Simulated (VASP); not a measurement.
# Si2W3 (P4/mbm) in VASP: further runs

Si2W3 is run at these levels: PBEsol; tasks: single point.

All numbers are computed with VASP 6.6.1; they aren't measurements. Logs are shortened: lines on timing, memory, paths and dates and some standing lists are left out, and cuts for length are marked.

### Step 1. The cell of the first run

The structure is tetragonal, space group P4/mbm (No. 127). The conventional cell has a = 6.451 Å, b = 6.451 Å, c = 3.275 Å, α = 90.00°, β = 90.00°, γ = 90.00°. Within 3.3 Å of Si (site symmetry m2m) lie 3 Si at 2.45 to 3.27 Å and 8 W at 2.49 to 2.51 Å. Within 3.3 Å of W (site symmetry 4/m) lie 4 Si at 2.51 Å and 10 W at 2.93 to 3.27 Å. Within 3.5 Å of W (site symmetry m2m) lie 6 Si at 2.49 to 2.51 Å and 11 W at 2.92 to 3.43 Å.

### Step 2. Single point, PBEsol (strain -0.0200 x Voigt [1, 1, 0, 0, 0, 0])

Contents of INCAR:

```
PREC = Accurate
ENCUT = 520
EDIFF = 1E-6
ISMEAR = 0
SIGMA = 0.15
LREAL = F
LASPH = T
NELM = 100
ALGO = Fast
ISIF = 2
LWAVE = F
LCHARG = F
GGA = PS
NBANDS = 61
```

Contents of KPOINTS:

```
Automatic mesh
0
Gamma
  6 6 12
```

Contents of POSCAR:

```
Si2W3
1.0
    6.4507888546      0.0000000000      0.0000000000
    0.0000000000      6.4507888546      0.0000000000
    0.0000000000      0.0000000000      3.2749106405
Si W
4 6
Direct
    0.1340783106      0.6340783106      0.0000000000
    0.8659216894      0.3659216894      0.0000000000
    0.6340783106      0.8659216894      0.0000000000
    0.3659216894      0.1340783106      0.0000000000
    0.5000000000      0.5000000000      0.0000000000
    0.0000000000      0.0000000000      0.0000000000
    0.6598576525      0.1598576525      0.5000000000
    0.3401423475      0.8401423475      0.5000000000
    0.1598576525      0.3401423475      0.5000000000
    0.8401423475      0.6598576525      0.5000000000
```

Potentials or basis: VASP PAW PBE potentials, release 64 (Si, W_sv).

On the command line:

```
> cat potpaw_PBE.64/Si/POTCAR potpaw_PBE.64/W_sv/POTCAR > POTCAR
> mpirun -np 1 vasp_std > vasp.out
```

OUTCAR:

```text
PREC = Accurate
   ENCUT = 520
   EDIFF = 1E-6
   ISMEAR = 0
   LREAL = F
   LASPH = T
   NELM = 100
   ISIF = 2
   GGA = PS

 ion  position               nearest neighbor table
   1  0.134  0.634  0.000-   2 2.45   8 2.49   8 2.49  10 2.51   9 2.51   9 2.51  10 2.51   5 2.51
                             6 2.51
   2  0.866  0.366  0.000-   1 2.45   7 2.49   7 2.49  10 2.51   9 2.51   9 2.51  10 2.51   5 2.51
                             6 2.51
   3  0.634  0.866  0.000-   4 2.45  10 2.49  10 2.49   7 2.51   7 2.51   8 2.51   8 2.51   5 2.51
                             6 2.51
   4  0.366  0.134  0.000-   3 2.45   9 2.49   9 2.49   7 2.51   7 2.51   8 2.51   8 2.51   5 2.51
                             6 2.51
   5  0.500  0.500  0.000-   1 2.51   2 2.51   3 2.51   4 2.51   7 2.93   8 2.93   9 2.93  10 2.93
                             7 2.93   8 2.93   9 2.93  10 2.93
   6  0.000  0.000  0.000-   1 2.51   2 2.51   3 2.51   4 2.51   7 2.93   8 2.93   9 2.93  10 2.93
                             7 2.93   8 2.93   9 2.93  10 2.93
   7  0.660  0.160  0.500-   2 2.49   2 2.49   4 2.51   3 2.51   3 2.51   4 2.51   8 2.92   5 2.93
                             6 2.93   5 2.93   6 2.93  10 3.43   9 3.43  10 3.43   9 3.43
   8  0.340  0.840  0.500-   1 2.49   1 2.49   4 2.51   3 2.51   3 2.51   4 2.51   7 2.92   5 2.93
                             6 2.93   5 2.93   6 2.93  10 3.43   9 3.43   9 3.43  10 3.43
   9  0.160  0.340  0.500-   4 2.49   4 2.49   1 2.51   1 2.51   2 2.51   2 2.51  10 2.92   5 2.93
                             6 2.93   5 2.93   6 2.93   7 3.43   8 3.43   8 3.43   7 3.43
  10  0.840  0.660  0.500-   3 2.49   3 2.49   1 2.51   1 2.51   2 2.51   2 2.51   9 2.92   5 2.93
                             6 2.93   5 2.93   6 2.93   7 3.43   8 3.43   7 3.43   8 3.43

  LATTYP: Found a simple tetragonal cell.
 ALAT       =     6.4507888546
 C/A-ratio  =     0.5076759935

  Lattice vectors:

 A1 = (   6.4507888546,   0.0000000000,   0.0000000000)
 A2 = (   0.0000000000,   6.4507888546,   0.0000000000)
 A3 = (   0.0000000000,   0.0000000000,   3.2749106405)

Analysis of symmetry for initial positions (statically):
=====================================================================
 Subroutine PRICEL returns:
 Original cell was already a primitive cell.

 Routine SETGRP: Setting up the symmetry group for a
 simple tetragonal supercell.

 Subroutine GETGRP returns: Found 16 space group operations
 (whereof  8 operations were pure point group operations)
 out of a pool of 16 trial point group operations.

The static configuration has the point symmetry C_4h.
 The point group associated with its full space group is D_4h.

Analysis of symmetry for dynamics (positions and initial velocities):
=====================================================================
 Subroutine PRICEL returns:
 Original cell was already a primitive cell.

 Routine SETGRP: Setting up the symmetry group for a
 simple tetragonal supercell.

 Subroutine GETGRP returns: Found 16 space group operations
 (whereof  8 operations were pure point group operations)
 out of a pool of 16 trial point group operations.

The dynamic configuration has the point symmetry C_4h.
 The point group associated with its full space group is D_4h.

 Subroutine INISYM returns: Found 16 space group operations
 (whereof  8 operations are pure point group operations),
 and found     1 'primitive' translations

----------------------------------------------------------------------------------------

                                     Primitive cell

  volume of cell :     136.2778

  direct lattice vectors                    reciprocal lattice vectors
     6.450788855  0.000000000  0.000000000     0.155019800  0.000000000  0.000000000
     0.000000000  6.450788855  0.000000000     0.000000000  0.155019800  0.000000000
     0.000000000  0.000000000  3.274910640     0.000000000  0.000000000  0.305351843

  length of vectors
     6.450788855  6.450788855  3.274910640     0.155019800  0.155019800  0.305351843

  position of ions in fractional coordinates (direct lattice)
     0.134078311  0.634078311  0.000000000
     0.865921689  0.365921689  0.000000000
     0.634078311  0.865921689  0.000000000
     0.365921689  0.134078311  0.000000000
     0.500000000  0.500000000  0.000000000
     0.000000000  0.000000000  0.000000000
     0.659857653  0.159857653  0.500000000
     0.340142347  0.840142347  0.500000000
     0.159857653  0.340142347  0.500000000
[... 27 lines left out ...]
     0.000000000  0.025836633  0.000000000     0.000000000  0.166666667  0.000000000
     0.000000000  0.000000000  0.025445987     0.000000000  0.000000000  0.083333333

  Length of vectors
     0.025836633  0.025836633  0.025445987

  Shift w.r.t. Gamma in fractional coordinates (k-lattice)
     0.000000000  0.000000000  0.000000000

 Subroutine IBZKPT returns following result:
 ===========================================

 Found     70 irreducible k-points:

 Following reciprocal coordinates:
            Coordinates               Weight
  0.000000  0.000000  0.000000      1.000000
  0.166667  0.000000  0.000000      4.000000
  0.333333  0.000000  0.000000      4.000000
  0.500000  0.000000  0.000000      2.000000
  0.166667  0.166667  0.000000      4.000000
  0.333333  0.166667  0.000000      8.000000
[... 16 lines left out ...]
  0.333333  0.000000  0.166667      8.000000
  0.500000  0.000000  0.166667      4.000000
 [... further k-points ...]
   k-points           NKPTS =     70   k-points in BZ     NKDIM =     70   number of bands    NBANDS=     61
   number of dos      NEDOS =    301   number of ions     NIONS =     10
   total plane-waves  NPLWV =  55296
   dimension x,y,z NGX =    48 NGY =   48 NGZ =   24
   dimension x,y,z NGXF=    96 NGYF=   96 NGZF=   48
   ions per type =               4   6
   NGX,Y,Z   is equivalent  to a cutoff of  12.37, 12.37, 12.18 a.u.
   NGXF,Y,Z  is equivalent  to a cutoff of  24.74, 24.74, 24.37 a.u.
 SYSTEM =  unknown system
   PREC   = accura    normal or accurate (medium, high low for compatibility)
   ISTART =      0    job   : 0-new  1-cont  2-samecut
   ICHARG =      2    charge: 1-file 2-atom 10-const
   ISPIN  =      1    spin polarized calculation?
   LNONCOLLINEAR =      F non collinear calculations
   LSORBIT =      F    spin-orbit coupling
   LASPH  =      T    aspherical Exc in radial PAW
   ENCUT  =  520.0 eV  38.22 Ry    6.18 a.u.  11.99 11.99  6.09*2*pi/ulx,y,z
   NELM   =    100;   NELMIN=  2; NELMDL= -5     # of ELM steps
   EDIFF  = 0.1E-05   stopping-criterion for ELM
   LREAL  =      F    real-space projection
   EDIFFG = 0.1E-04   stopping-criterion for IOM
   NSW    =      0    number of steps for IOM
   IBRION =     -1    ionic relax: 0-MD 1-quasi-New 2-CG
   NFREE  =      0    steps in history (QN), initial steepest desc. (CG)
   ISIF   =      2    stress and relaxation
   ISYM   =      2    0-nonsym 1-usesym 2-fastsym
   POTIM  = 0.5000    time-step for ionic-motion
   TEBEG  =    0.0;   TEEND  =   0.0 temperature during run
   PSTRESS=    0.0 pullay stress
   NELECT =     100.0000    total number of electrons
   NUPDOWN=      -1.0000    fix difference up-down
   EMIN   =  10.00;   EMAX   =-10.00  energy-range for DOS
   EFERMI =   0.00;   METHOD = LEGACY
   ISMEAR =     0;   SIGMA  =   0.15  broadening in eV -4-tet -1-fermi 0-gaus
   EFERMI_NEDOS =   21; number of points for ismear=-14 and -15
   IALGO  =     68    algorithm
   IMIX   =      4    mixing-type and parameters
     AMIX     =   0.40;   BMIX     =  1.00
     AMIX_MAG =   1.60;   BMIX_MAG =  1.00
  volume/ion in A,a.u.               =      13.63        91.96
  Fermi-wavevector in a.u.,A,eV,Ry     =   1.476612  2.790393 29.665921  2.180384
  Thomas-Fermi vector in A             =   2.591118
   LORBIT       =      0    0 simple, 1 ext, 2 COOP (PROOUT), +10 PAW based schemes
   GGA     = PS    functional components
   LHFCALC =     F    Hartree Fock is set to
   AEXX    =    0.0000 exact exchange contribution
   IVDW    =     0    specifies the selected vdW correction
   LEPSILON=     F    determine dielectric tensor
   LRPA    =     F    only Hartree local field effects (RPA)
 non-spin polarized calculation
 RMM-DIIS sequential band-by-band and
 Gauss-broadening in eV      SIGMA  =   0.15
  energy-cutoff  :      520.00
  volume of cell :      136.28
 maximum number of plane-waves:      3712
 NGX is ok and might be reduce to    48
   NGX = 23   NGY = 23   NGZ = 13

 number of electron     100.0000014 magnetization

 Free energy of the ion-electron system (eV)
  ---------------------------------------------------
  ext. energy  EPLUGINS =         0.00000000
  ---------------------------------------------------
  free energy    TOTEN  =      -106.02840597 eV

  energy without entropy =     -105.97205904  energy(sigma->0) =     -106.00023250

 E-fermi :  12.5495     XC(G=0): -13.3897

 val. band max:       12.5469570538   @ k =   0.3333   0.0000   0.4167
 cond. band min:      12.5640170910   @ k =   0.3333   0.1667   0.0833
 fundamental gap:      0.0170600372
 Fermi energy:        12.5494621603

 k-point     1 :       0.0000    0.0000    0.0000
  band No.  band energies     occupation
      1     -61.7031      2.00000
      2     -61.6935      2.00000
      3     -61.6822      2.00000
      4     -61.6822      2.00000
      5     -61.3288      2.00000
      6     -61.3251      2.00000
[... 1525 lines left out ...]
     60      14.9201      0.00000
     61      15.5181      0.00000

 [... further k-points ...]

------------------------ aborting loop because EDIFF is reached ----------------------------------------

  FORCE on cell =-STRESS in cart. coord.  units (eV):
  Direction    XX          YY          ZZ          XY          YZ          ZX
  --------------------------------------------------------------------------------------
  -------------------------------------------------------------------------------------
  Total       11.7905465     11.7905465      8.9698008      0.0000000      0.0000000      0.0000000
  in kB      138.6179299    138.6179299    105.4552667      0.0000000      0.0000000      0.0000000
  external PRESSURE =     127.5637088 kB  Pullay stress =       0.0000000 kB

 VOLUME and BASIS-vectors are now :
 -----------------------------------------------------------------------------
  energy-cutoff  :      520.00
  volume of cell :      136.28
      direct lattice vectors                 reciprocal lattice vectors
     6.450788855  0.000000000  0.000000000     0.155019800  0.000000000  0.000000000
     0.000000000  6.450788855  0.000000000     0.000000000  0.155019800  0.000000000
     0.000000000  0.000000000  3.274910640     0.000000000  0.000000000  0.305351843

 POSITION                                       TOTAL-FORCE (eV/Angst)
 -----------------------------------------------------------------------------------
      0.86491      4.09031      0.00000        -0.013882     -0.013882      0.000000
      5.58588      2.36048      0.00000         0.013882      0.013882      0.000000
      4.09031      5.58588      0.00000        -0.013882      0.013882      0.000000
      2.36048      0.86491      0.00000         0.013882     -0.013882     -0.000000
      3.22539      3.22539      0.00000        -0.000000      0.000000      0.000000
      0.00000      0.00000      0.00000        -0.000000      0.000000      0.000000
      4.25660      1.03121      1.63746         0.190177      0.190177     -0.000000
      2.19419      5.41958      1.63746        -0.190177     -0.190177      0.000000
      1.03121      2.19419      1.63746         0.190177     -0.190177     -0.000000
      5.41958      4.25660      1.63746        -0.190177      0.190177      0.000000
 -----------------------------------------------------------------------------------
    total drift:                                0.000000      0.000000     -0.000000

  FREE ENERGIE OF THE ION-ELECTRON SYSTEM (eV)
  ---------------------------------------------------
  free  energy   TOTEN  =      -106.0284059679 eV

  energy  without entropy=     -105.9720590362  energy(sigma->0) =     -106.00023250
```

It took 8.2 min on 1 thread of AMD EPYC 9R45 (Zen 5), shared host; peak memory 0.48 GiB.

What came out:

```
Free energy            : -106.0284 eV
Pressure               : 12.8 GPa
Largest force          : 0.269 eV/Å
Band gap on the k mesh : zero (bands 50 and 51 overlap by 1.83 eV)
```

Forces in eV/Å, atoms in the order of the input:
```
Si  -0.014 -0.014  0.000
Si   0.014  0.014  0.000
Si  -0.014  0.014  0.000
Si   0.014 -0.014  0.000
W    0.000  0.000  0.000
W    0.000  0.000  0.000
W    0.190  0.190  0.000
W   -0.190 -0.190  0.000
W    0.190 -0.190  0.000
W   -0.190  0.190  0.000
```

Caveat: the cell differs from its parent crystal (strain -0.0200 x Voigt [1, 1, 0, 0, 0, 0]); the cell stands under pressure; the PAW data sets were made with another functional, which shifts forces and pressure a little; spin-orbit coupling is left out, which moves the levels of the heavy elements.

### Step 3. Single point, PBEsol (strain -0.0150 x Voigt [1, 1, 0, 0, 0, 0])

Contents of INCAR:

```
PREC = Accurate
ENCUT = 520
EDIFF = 1E-6
ISMEAR = 0
SIGMA = 0.15
LREAL = False
LASPH = True
NELM = 80
ALGO = Fast
ISIF = 2
LWAVE = False
LCHARG = False
GGA = PS
NBANDS = 61
```

Contents of KPOINTS:

```
regular mesh
0
Gamma
  6 6 12
```

Changes to POSCAR since step 2:

```diff
@@ -2,4 +2,4 @@
 1.0
-    6.4507888546      0.0000000000      0.0000000000
-    0.0000000000      6.4507888546      0.0000000000
+    6.4837010426      0.0000000000      0.0000000000
+    0.0000000000      6.4837010426      0.0000000000
     0.0000000000      0.0000000000      3.2749106405
```

Potentials or basis: VASP PAW PBE potentials, release 64 (Si, W_sv).

On the command line:

```
> cat potpaw_PBE.64/Si/POTCAR potpaw_PBE.64/W_sv/POTCAR > POTCAR
> mpirun -np 1 vasp_std > vasp.out
```

Run time: 7.6 min. Hardware: 1 thread of AMD EPYC 9R45 (Zen 5), shared host; peak memory 0.48 GiB.

It converged, with:

| Item | Value |
| --- | --- |
| Free energy | -106.1337 eV |
| Pressure | 9.5 GPa |
| Largest force | 0.205 eV/Å |
| Band gap on the k mesh | zero (bands 50 and 51 overlap by 1.80 eV) |

Forces on the atoms (eV/Å):
```
Si  -0.008 -0.008  0.000
Si   0.008  0.008  0.000
Si  -0.008  0.008  0.000
Si   0.008 -0.008  0.000
W    0.000  0.000  0.000
W    0.000  0.000  0.000
W    0.145  0.145  0.000
W   -0.145 -0.145  0.000
W    0.145 -0.145  0.000
W   -0.145  0.145  0.000
```

Stress tensor (GPa, compression positive):
```
10.26  0.00  0.00
 0.00 10.26  0.00
 0.00  0.00  7.92
```

Levels at points of the mesh, in eV from the Fermi level:
| k point | band 46 | band 47 | band 48 | band 49 | band 50 | band 51 | band 52 | band 53 | band 54 | band 55 |
| --- | --- | --- | --- | --- | --- | --- | --- | --- | --- | --- |
| (0.00, 0.00, 0.00) | -1.29 | -0.98 | -0.98 | -0.57 | -0.06 | -0.06 | 0.08 | 0.77 | 0.86 | 0.86 |
| (0.50, 0.00, 0.00) | -1.66 | -1.00 | -1.00 | -0.85 | -0.85 | -0.70 | -0.70 | 0.60 | 0.60 | 1.04 |
| (0.50, 0.50, 0.00) | -2.41 | -1.48 | -1.48 | -0.14 | -0.14 | -0.06 | -0.06 | 0.07 | 0.07 | 0.25 |
| (0.00, 0.00, 0.50) | -2.16 | -2.16 | -1.69 | -1.61 | -1.46 | 1.57 | 1.88 | 1.89 | 1.89 | 2.20 |
| (0.50, 0.00, 0.50) | -2.14 | -0.47 | -0.47 | 0.09 | 0.09 | 0.67 | 0.67 | 1.69 | 1.69 | 2.08 |
| (0.50, 0.50, 0.50) | -3.25 | -0.21 | -0.21 | 1.10 | 1.10 | 1.44 | 1.44 | 1.49 | 1.49 | 1.80 |

Caveat: the cell differs from its parent crystal (strain -0.0150 x Voigt [1, 1, 0, 0, 0, 0]); the cell stands under pressure; the PAW data sets were made with another functional, which shifts forces and pressure a little; spin-orbit coupling is left out, which moves the levels of the heavy elements.
